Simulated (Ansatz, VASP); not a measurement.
This is a calculation of BAs for VASP 6.6.1.

File POSCAR:

```
BAs
1.0
    0.0000000000      2.3562190158      2.3562190158
    2.3562190158      0.0000000000      2.3562190158
    2.3562190158      2.3562190158      0.0000000000
As B
1 1
Direct
    0.7500000000      0.7500000000      0.7500000000
    0.0000000000      0.0000000000      0.0000000000
```

The input INCAR.step1:

```
PREC = Accurate ; ENCUT = 520
EDIFF = 1E-5 ; ISMEAR = -1
SIGMA = 0.05 ; LREAL = False
LASPH = True ; NELM = 100
ALGO = Normal ; ISIF = 2
LWAVE = True ; GGA = PE
NBANDS = 11
```

Contents of INCAR.step2:

```
PREC = Accurate ; ENCUT = 520
EDIFF = 1E-6 ; ISMEAR = -1
SIGMA = 0.05 ; LREAL = False
LASPH = True ; NELM = 100
ALGO = Normal ; ISIF = 2
LWAVE = False ; LCHARG = True
GGA = PS ; LHFCALC = True
AEXX = 0.25 ; HFSCREEN = 0.207
PRECFOCK = Normal ; LELF = True
LVHAR = True ; ISTART = 1
NBANDS = 11
```

File KPOINTS:

```
regular mesh
0
Gamma
  5 5 5
```

Potentials or basis: VASP PAW PBE potentials, release 64 (As, B).

The run is started by

```console
$ cat potpaw_PBE.64/As/POTCAR potpaw_PBE.64/B/POTCAR > POTCAR
$ cp INCAR.step1 INCAR
$ mpirun -np 1 vasp_std > vasp.out
$ cp INCAR.step2 INCAR
$ mpirun -np 1 vasp_std > vasp.out
```

Translate it to Ansatz 0.2.0. Potentials there: Ansatz PAW.

As run (the cutoff follows the program's own potentials):

Contents of input.yaml:

```yaml
crystal:
  lattice:
    - [0.0, 2.3562190158, 2.3562190158]
    - [2.3562190158, 0.0, 2.3562190158]
    - [2.3562190158, 2.3562190158, 0.0]
  atoms:
    - { symbol: As, position: [0.75, 0.75, 0.75] }
    - { symbol: B, position: [0.0, 0.0, 0.0] }
hamiltonian:
  xc:
    exchange: hjs_pbesol
    correlation: pbesol
    exx: { coeff: 0.25, omega: 0.207 }
  pseudopotentials: { kind: paw }
kpoints:
  mp_grid: { grid: [5, 5, 5] }
scf:
  occupations: { method: fermi_dirac, width: 0.05 }
output:
  forces: true
  stress: true
  eigenvalues: true
```

Potentials or basis: Ansatz PAW.

Run with:

```sh
$ ansatz run input.yaml --threads 2 --pin off --max-ram 5632MiB --backend cpu --events-out ev --progress --plain --runs-dir out
```

Both were run:

|  | VASP | Ansatz | Ansatz less VASP |
| --- | --- | --- | --- |
| gap on the k mesh at the Fermi level (eV) | 1.75 | 1.74 | -0.005 |
| least direct gap on the mesh (eV) | 4.15 | 4.16 | +0.004 |
| pressure (GPa) | 3.8 | 3.6 | -0.13 |

VASP's potentials were made for PBE, not for PBEsol-based screened hybrid. With one functional, cell and mesh, what is left measures potentials, basis and numerics. VASP's potentials hold 8 valence electrons a cell and Ansatz's 18, so a difference there can come from the potentials and not from the codes.

The k mesh is coarse, so the values compare programs but aren't converged. Noted on Ansatz's run: odd divisions of the mesh miss points on the zone boundary, where band edges often lie, so the gap on the mesh can be too wide.
